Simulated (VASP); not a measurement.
The system is MoS2.

```
Mo S
1.0
     3.16533    0.00000    0.00000
    -1.58266    2.74126    0.00000
     0.00000    0.00000   12.93709
Mo S
2 4
Direct
  0.33333 0.66667 0.25000
  0.66667 0.33333 0.75000
  0.33333 0.66667 0.62876
  0.66667 0.33333 0.12876
  0.33333 0.66667 0.87124
  0.66667 0.33333 0.37124
```

- Program: VASP 6.6.1
- Task: relaxation of shape and atoms at fixed volume
- Functional: PBEsol
- Potentials or basis: VASP PAW PBE potentials, release 64 (Mo_sv, S)
- Cutoff: 500 eV
- k mesh: 8 × 8 × 2
- Occupations: gaussian, width 0.05 eV
- Spin: collinear spin
- Starting moments: [0.05, 0.05, 0.0, 0.0, 0.0, 0.0] μB

At the start: pressure -3.1 GPa; volume 18.71 Å³/atom.

Q: Where does the relaxation end?

A: Over 5 steps the energy falls by 3.0 meV/atom; space group P6_3/mmc (No. 194, to 0.1 Å) before and after; moment 0.00 μB per cell.

The path:
| step | energy change (eV) | largest force (eV/Å) | pressure (GPa) | volume (Å³) |
| --- | --- | --- | --- | --- |
| 1 | 0.0000 | 0.3176 | -3.12 | 112.25 |
| 2 | -0.0098 | 0.0135 | -1.68 | 112.25 |
| 3 | -0.0098 | 0.0167 | -1.70 | 112.25 |
| 4 | -0.0154 | 0.0070 | -1.15 | 112.25 |
| 5 | -0.0178 | 0.0059 | -0.47 | 112.25 |

Final structure:
```
Mo S
1.0
     3.14603    0.00000    0.00000
    -1.57301    2.72454    0.00000
     0.00000    0.00000   13.09631
Mo S
2 4
Direct
  0.33333 0.66667 0.25000
  0.66667 0.33333 0.75000
  0.33333 0.66667 0.63105
  0.66667 0.33333 0.13105
  0.33333 0.66667 0.86895
  0.66667 0.33333 0.36895
```

Caveat: the PAW data sets were made with another functional, which shifts forces and pressure a little; this functional lacks dispersion, which binds the layers, so the pressure and a relaxed spacing across them are unreliable.
